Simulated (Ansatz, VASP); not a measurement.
**One calculation of MnO, two programs**

File POSCAR:

```
MnO
1.0
    0.0000000000      2.1938512115      2.1938512115
    2.1938512115      0.0000000000      2.1938512115
    2.1938512115      2.1938512115      0.0000000000
Mn O
1 1
Direct
    0.0000000000      0.0000000000      0.0000000000
    0.5000000000      0.5000000000      0.5000000000
```

Contents of INCAR.step1:

```
  ALGO = Normal
  EDIFF = 1E-5
  ENCUT = 520
  GGA = PE
  ISIF = 2
  ISMEAR = -1
  ISPIN = 2
  LASPH = True
  LCHARG = False
  LMAXMIX = 4
  LORBIT = 11
  LREAL = False
  LWAVE = True
  MAGMOM = 4 0
  NBANDS = 20
  NELM = 150
  PREC = Accurate
  SIGMA = 0.05
```

Contents of INCAR.step2:

```
  AEXX = 0.2
  AGGAC = 0.81
  AGGAX = 0.72
  ALDAC = 0.19
  ALGO = Normal
  EDIFF = 1E-6
  ENCUT = 520
  GGA = B5
  ISIF = 2
  ISMEAR = -1
  ISPIN = 2
  ISTART = 1
  LASPH = True
  LCHARG = False
  LHFCALC = True
  LMAXMIX = 4
  LORBIT = 11
  LREAL = False
  LWAVE = False
  MAGMOM = 4 0
  NBANDS = 20
  NELM = 150
  PREC = Accurate
  PRECFOCK = Normal
  SIGMA = 0.05
```

Contents of KPOINTS:

```
k-points
0
Gamma
  5 5 5
```

Contents of input.yaml:

```yaml
crystal:
  lattice:
    - [0.0, 2.1938512115, 2.1938512115]
    - [2.1938512115, 0.0, 2.1938512115]
    - [2.1938512115, 2.1938512115, 0.0]
  atoms:
    - { symbol: Mn, position: [0.0, 0.0, 0.0], spin: 4.0 }
    - { symbol: O, position: [0.5, 0.5, 0.5] }
hamiltonian:
  xc: b3lyp5
  pseudopotentials: { kind: paw }
magnetization:
  spin_polarized: true
kpoints:
  mp_grid: { grid: [5, 5, 5] }
scf:
  occupations: { method: fermi_dirac, width: 0.05 }
output:
  forces: true
  stress: true
  eigenvalues: true
```

Alike in both runs: task single point; functional B3LYP5; k mesh 5 × 5 × 5; occupations fermi-dirac, width 0.05 eV; collinear spin.

```csv
,VASP,Ansatz
version,VASP 6.6.1,Ansatz 0.2.0
potentials or method,"VASP PAW PBE potentials, release 64 (Mn_pv, O)",Ansatz PAW
plane-wave cutoff (eV),520,420
valence electrons in the cell,19,21
```

VASP gave:

```
gap on the k mesh at the Fermi level (eV)                     : 1.99
least direct gap on the mesh (eV)                             : 4.12
pressure (GPa)                                                : 13.9
net moment per atom (μB)                                      : 2.50
size of the moment on the site where the two differ most (μB) : 4.55
```

**Question.** Estimate Ansatz's values.

**Answer.** gap on the k mesh at the Fermi level (eV): 1.98; least direct gap on the mesh (eV): 4.12; pressure (GPa): 13.4; net moment per atom (μB): 2.50; size of the moment on the site where the two differ most (μB): 4.25.

VASP's potentials were made for PBE, not for B3LYP5. Site moments also hang on the region over which each program counts them. The functional is the same, so the differences come from potentials, cutoffs and numerics. VASP's potentials hold 19 valence electrons a cell and Ansatz's 21, so a difference there can come from the potentials and not from the codes.

The k mesh is coarse, so the values compare programs but aren't converged. Noted on Ansatz's run: the magnetic or orbital state may not be the lowest; odd divisions of the mesh miss points on the zone boundary, where band edges often lie, so the gap on the mesh can be too wide.
